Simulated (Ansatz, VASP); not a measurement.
Ga: VASP beside Ansatz

```
CELL_PARAMETERS angstrom
2.21789 -3.74191 0.00000
2.21789 3.74191 0.00000
0.00000 0.00000 4.42496
ATOMIC_POSITIONS crystal
Ga 0.84436 0.15564 0.08594
Ga 0.65564 0.34436 0.58594
Ga 0.15564 0.84436 0.91406
Ga 0.34436 0.65564 0.41406
```

Alike in both runs: task single point; functional LDA; k mesh 8 × 8 × 7; occupations fermi-dirac, width 1 eV; no spin polarisation.

```csv
,VASP,Ansatz
version,VASP 6.6.1,Ansatz 0.2.0
potentials or method,"VASP PAW LDA potentials, release 64 (Ga_d), cutoff 520 eV","plane waves (420 eV) with PAW, scalar-relativistic"
valence electrons in the cell,52,52
```

|  | VASP | Ansatz | Ansatz less VASP |
| --- | --- | --- | --- |
| pressure (GPa) | 5.5 | 5.3 | -0.20 |
| traceless stress, the component that is largest in VASP (GPa) | -0.24 | -0.24 | +0.005 |

Ansatz warns that its potentials were made for another functional, while VASP's fit it. LDA's correlation is that of Perdew and Zunger in VASP and of Perdew and Wang (1992) in Ansatz.
